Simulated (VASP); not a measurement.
HfO2:

```xyz
3
Lattice="0.0000 2.5292 2.4606 2.5292 0.0000 2.4606 2.5292 2.5292 0.0000" Properties=species:S:1:pos:R:3 pbc="T T T"
Hf    0.0000    0.0000    0.0000
O     1.2646    1.2646    1.2303
O     3.7938    3.7938    3.6910
```

This cell differs from its parent crystal: uniaxial z strain -2.7%.

Base run:

- Program: VASP 6.6.1
- Functional: r2SCAN
- Potentials or basis: VASP PAW PBE potentials, release 64 (Hf_pv, O)
- Cutoff: 520 eV
- k mesh: 8 × 8 × 8
- Occupations: gaussian, width 0.01 eV
- Spin: no spin polarisation

Its results: band gap on the k mesh 4.12 eV, indirect (least direct gap 4.16 eV); pressure 3.7 GPa.

Question: The run is repeated on the same cell with these changes: functional from r2SCAN to PBE; occupations from gaussian, width 0.01 eV to fermi-dirac, width 0.02 eV. What comes out?

Answer: Band gap on the k mesh 3.59 eV, indirect (least direct gap 3.67 eV); pressure 9.8 GPa.

Caveats: spin-orbit coupling is left out, which moves the levels of the heavy elements; the PAW data sets were made with another functional, which shifts forces and pressure a little (some runs).

A k mesh can miss the band edges.
